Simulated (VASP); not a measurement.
**Cr: single point with PBE**

The system is Cr.

```xyz
1
Lattice="0.0000 1.8108 1.8108 1.8108 0.0000 1.8108 1.8108 1.8108 0.0000" Properties=species:S:1:pos:R:3 pbc="T T T"
Cr    0.0000    0.0000    0.0000
```

- Program: VASP 6.6.1
- Task: single point
- Functional: PBE
- Potentials or basis: VASP PAW PBE potentials, release 64 (Cr_pv)
- Cutoff: 520 eV
- k mesh: 20 × 20 × 20
- Occupations: gaussian, width 0.1 eV
- Spin: no spin polarisation
- Dipole correction: no
- Further INCAR settings: ALGO = Normal; EDIFF = 1e-06; NBANDS = 12

```
Pressure               : -0.4 GPa
Band gap on the k mesh : zero (band 6 reaches 12.84 eV, above the bottom of band 7 at 9.91 eV)
```

Levels at points of the mesh, in eV from the Fermi level:
| k point | band 2 | band 3 | band 4 | band 5 | band 6 | band 7 | band 8 | band 9 | band 10 | band 11 |
| --- | --- | --- | --- | --- | --- | --- | --- | --- | --- | --- |
| (0.00, 0.00, 0.00) | -42.36 | -42.36 | -7.50 | -0.42 | -0.42 | -0.42 | 1.34 | 1.34 | 7.53 | 19.81 |
| (0.50, 0.00, 0.00) | -42.47 | -42.47 | -3.90 | -0.54 | -0.54 | 0.83 | 2.53 | 2.53 | 7.52 | 9.38 |
| (0.50, 0.50, 0.00) | -42.66 | -42.66 | -4.10 | -3.26 | 2.51 | 2.85 | 2.85 | 3.71 | 7.52 | 12.37 |

Wall time 46 s on 1 thread of Intel Xeon 8259CL, on a shared host, peak memory 0.15 GiB.

Caveat: the run has no spin polarisation, though such a crystal can be magnetic. Spin polarisation is off, so any magnetic state and its effect on volume and gap are missing.
